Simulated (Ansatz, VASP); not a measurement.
# One calculation of Al3GaN4, two programs

```
CELL_PARAMETERS angstrom
5.03808 0.00000 -0.00009
0.00000 3.12495 0.00000
-0.00332 0.00000 5.57270
ATOMIC_POSITIONS crystal
Al 0.50121 0.50000 0.16655
Al 0.00171 0.50000 0.83543
Al 0.00203 0.00000 0.33240
Ga 0.50104 0.00000 0.66535
N 0.10984 0.00000 0.66383
N 0.12136 0.50000 0.16471
N 0.62412 0.50000 0.84327
N 0.62229 0.00000 0.32846
```

Change from the starting cell: strain along c alone, the other axes held, atoms relaxed: +3.0 %.

Alike in both runs: functional r2SCAN; k mesh 6 × 8 × 4; occupations gaussian, width 0.02 eV; no spin polarisation.

Ansatz relaxed the structure, and its values are those at the end. VASP's run is a single point on that final structure, the one shown.

|  | VASP | Ansatz |
| --- | --- | --- |
| version | VASP 6.6.1 | Ansatz 0.2.0 |
| potentials or method | VASP PAW PBE potentials, release 64 (Al, Ga_d, N), cutoff 520 eV | scalar-relativistic, plane waves, PAW |
| valence electrons in the cell | 42 | 42 |

Ansatz gave:

* gap on the k mesh at the Fermi level (eV): 3.83
* least direct gap on the mesh (eV): 3.83
* pressure (GPa): -5.9
* rms of the force components (eV/Å): 0.000

Q: Estimate VASP's values.

A: gap on the k mesh at the Fermi level (eV): 3.85; least direct gap on the mesh (eV): 3.85; pressure (GPa): -5.9; rms of the force components (eV/Å): 0.027.

VASP's potentials were made for PBE, not for r2SCAN. Ansatz's warnings: stress scf threshold loose.
